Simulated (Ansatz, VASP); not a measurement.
**One calculation of BaTiO3, two programs**

```
Ba Ti O
1.0
     2.80869    1.62160    2.30218
    -2.80869    1.62160    2.30218
     0.00000   -3.24320    2.30218
Ba Ti O
1 1 3
Cartesian
  0.0000 0.0000 0.0000
  0.0000 0.0000 3.5500
  0.0000 -1.5888 4.5231
  -1.3760 0.7944 4.5231
  1.3760 0.7944 4.5231
```

Change from the starting cell: volume scaled by 0.98, crystal datasets.

Alike in both runs: task electric field gradients; functional LDA; k mesh 9 × 9 × 9; occupations fermi-dirac, width 0.05 eV; no spin polarisation.

|  | VASP | Ansatz |
| --- | --- | --- |
| version | VASP 6.6.1 | Ansatz 0.2.0 |
| potentials or method | VASP PAW LDA potentials, release 64 (Ba_sv, Ti_sv, O), cutoff 520 eV | all-electron PAW with datasets made for the crystal, scalar-relativistic |

|  | VASP | Ansatz | Ansatz less VASP |
| --- | --- | --- | --- |
| gap on the k mesh at the Fermi level (eV) | 2.35 | 2.41 | +0.056 |
| pressure (GPa) | -0.3 | -2.5 | -2.23 |
| traceless stress, the component that is largest in VASP (GPa) | -0.31 | -0.24 | +0.068 |
| rms of the force components (eV/Å) | 0.128 | 0.097 | -0.0308 |
| size of Vzz on the site where it differs most (V/Å²) | 15.7 | 16.1 | +0.48 |

LDA's correlation is that of Perdew and Zunger in VASP and of Perdew and Wang (1992) in Ansatz. Atom by atom the forces differ by 0.040 eV/Å (rms over components). Ansatz ran all-electron here, and VASP with PAW potentials. Ansatz's warnings: printed levels off.

Neither program's run includes spin-orbit coupling.
